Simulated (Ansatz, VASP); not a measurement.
GaSb in VASP and in Ansatz

```
Ga Sb
1.0
     0.00000    3.14896    3.14896
     3.14896    0.00000    3.14896
     3.14896    3.14896    0.00000
Ga Sb
1 1
Direct
  0.00000 0.00000 0.00000
  0.25000 0.25000 0.25000
```

Change from the starting cell: functional lda, volume scaled by 1.04.

Alike in both runs: task single point; functional LDA; k mesh 9 × 9 × 9; occupations fermi-dirac, width 0.08 eV; no spin polarisation.

```csv
,VASP,Ansatz
version,VASP 6.6.1,Ansatz 0.2.0
potentials or method,"VASP PAW LDA potentials, release 64 (Ga_d, Sb), cutoff 520 eV","all-electron LAPW, scalar-relativistic"
```

```tsv
	VASP	Ansatz	Ansatz less VASP
pressure (GPa)	-4.9	-5.0	-0.08
```

LDA's correlation is that of Perdew and Zunger in VASP and of Perdew and Wang (1992) in Ansatz. Ansatz ran all-electron here, and VASP with PAW potentials.

Spin-orbit coupling is off throughout.
